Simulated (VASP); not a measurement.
Cu, 2 atoms in the cell. Symmetry: P6_3/mmc, No. 194, hexagonal system. The conventional cell has a = 2.534 Å, b = 2.534 Å, c = 4.113 Å, α = 90.00°, β = 90.00°, γ = 120.00°. Cu (site symmetry -6m2) has 12 Cu at 2.52 to 2.53 Å within 3.3 Å. This isn't the form of Cu at room conditions, which is fcc.

```yaml
Program: VASP 6.6.1
Task: relaxation of cell and atoms
Functional: r2SCAN
Potentials_or_basis: VASP PAW PBE potentials, release 64 (Cu)
Cutoff: 600 eV
k_mesh: 14 × 14 × 7
Occupations: fermi-dirac, width 0.1 eV
Spin: no spin polarisation
Target_pressure: 10 GPa
Dipole_correction: no
Further_INCAR_settings: ALGO = Normal; EDIFF = 1e-07; IBRION = 2; EDIFFG = -0.05; NSW = 80; ISIF = 3
```

Potentials or basis: VASP PAW PBE potentials, release 64 (Cu).

The run is started by

```bash
$ cat potpaw_PBE.64/Cu/POTCAR > POTCAR
$ cp INCAR.step1 INCAR
$ mpirun -np 1 vasp_std > vasp.out
$ cp INCAR.step2 INCAR
$ mpirun -np 1 vasp_std > vasp.out
```

Hardware: 1 thread of Intel Xeon 8259CL, with other jobs on the host.

Task: Estimate the wall time of this run.

Result: Run time: 10 min on 1 thread of Intel Xeon 8259CL (shared host), peak memory 0.18 GiB. Counts: k points 96, ion steps 3.
